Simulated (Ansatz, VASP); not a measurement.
C: VASP beside Ansatz

INCAR

```
PREC = Accurate ; ENCUT = 520
EDIFF = 1E-6 ; ISMEAR = 0
SIGMA = 0.05 ; LREAL = Auto
LASPH = True ; NELM = 80
ALGO = Normal ; ISIF = 2
LWAVE = False ; LCHARG = True
GGA = CA ; LELF = True
LVHAR = True ; NBANDS = 46
```

KPOINTS

```
Automatic mesh
0
Gamma
  6 6 4
```

The input POSCAR:

```
C
1.0
   -2.4103983044      2.4103983044      2.4103983044
    2.4103983044     -2.4103983044      2.4103983044
    4.8207966088      4.8207966088      0.0000000000
C
16
Direct
    0.3257413454      0.0009160421     -0.0001495852
    0.8257413454      0.5009160421      0.4998504148
    0.3375347189      0.3381804999      0.3371148726
    0.8332105413      0.8235238256      0.8395082357
    0.0002702611      0.3263871264     -0.0001495852
    0.5002702611      0.8263871264      0.4998504148
    0.8375347189      0.8381804999      0.1625859570
    0.3375347189      0.3381804999      0.6625859570
    0.0002702611      0.6754449578     -0.0001495852
    0.5002702611      0.1754449578      0.4998504148
    0.1630058033      0.1636515843      0.1625859570
    0.6630058033      0.6636515843      0.6625859570
    0.6747991768      0.0009160421     -0.0001495852
    0.1747991768      0.5009160421      0.4998504148
    0.6630058033      0.6636515843      0.3371148726
    0.1630058033      0.1636515843      0.8371148726
```

Input for Ansatz:

```yaml
crystal:
  lattice:
    - [-2.4103983044, 2.4103983044, 2.4103983044]
    - [2.4103983044, -2.4103983044, 2.4103983044]
    - [4.8207966088, 4.8207966088, 0.0]
  atoms:
    - { symbol: C, position: [0.3257413454, 0.0009160421, -0.0001495852] }
    - { symbol: C, position: [0.8257413454, 0.5009160421, 0.4998504148] }
    - { symbol: C, position: [0.3375347189, 0.3381804999, 0.3371148726] }
    - { symbol: C, position: [0.8332105413, 0.8235238256, 0.8395082357] }
    - { symbol: C, position: [0.0002702611, 0.3263871264, -0.0001495852] }
    - { symbol: C, position: [0.5002702611, 0.8263871264, 0.4998504148] }
    - { symbol: C, position: [0.8375347189, 0.8381804999, 0.162585957] }
    - { symbol: C, position: [0.3375347189, 0.3381804999, 0.662585957] }
    - { symbol: C, position: [0.0002702611, 0.6754449578, -0.0001495852] }
    - { symbol: C, position: [0.5002702611, 0.1754449578, 0.4998504148] }
    - { symbol: C, position: [0.1630058033, 0.1636515843, 0.162585957] }
    - { symbol: C, position: [0.6630058033, 0.6636515843, 0.662585957] }
    - { symbol: C, position: [0.6747991768, 0.0009160421, -0.0001495852] }
    - { symbol: C, position: [0.1747991768, 0.5009160421, 0.4998504148] }
    - { symbol: C, position: [0.6630058033, 0.6636515843, 0.3371148726] }
    - { symbol: C, position: [0.1630058033, 0.1636515843, 0.8371148726] }
basis:
  ecutwfc: 420
kpoints:
  mp_grid: { grid: [6, 6, 4] }
hamiltonian:
  xc: lda
scf:
  occupations: { method: gaussian, width: 0.05 }
output:
  forces: true
  stress: true
  eigenvalues: true
```

Change from the starting cell: atom 4 moved 0.06 Å.

Alike in both runs: task single point; functional LDA; k mesh 6 × 6 × 4; occupations gaussian, width 0.05 eV; no spin polarisation.

|  | VASP | Ansatz |
| --- | --- | --- |
| version | VASP 6.6.1 | Ansatz 0.2.0 |
| potentials or method | VASP PAW LDA potentials, release 64 (C), cutoff 520 eV | scalar-relativistic, plane waves, PAW |
| valence electrons in the cell | 64 | 64 |

|  | VASP | Ansatz | Ansatz less VASP |
| --- | --- | --- | --- |
| gap on the k mesh at the Fermi level (eV) | 2.77 | 2.78 | +0.008 |
| least direct gap on the mesh (eV) | 3.61 | 3.62 | +0.008 |
| pressure (GPa) | 1.1 | 0.0 | -1.08 |
| traceless stress, the component that is largest in VASP (GPa) | 1.60 | 1.59 | -0.012 |
| rms of the force components (eV/Å) | 0.321 | 0.322 | +0.0008 |

LDA's correlation is that of Perdew and Zunger in VASP and of Perdew and Wang (1992) in Ansatz. Atom by atom the forces differ by 0.029 eV/Å (rms over components).
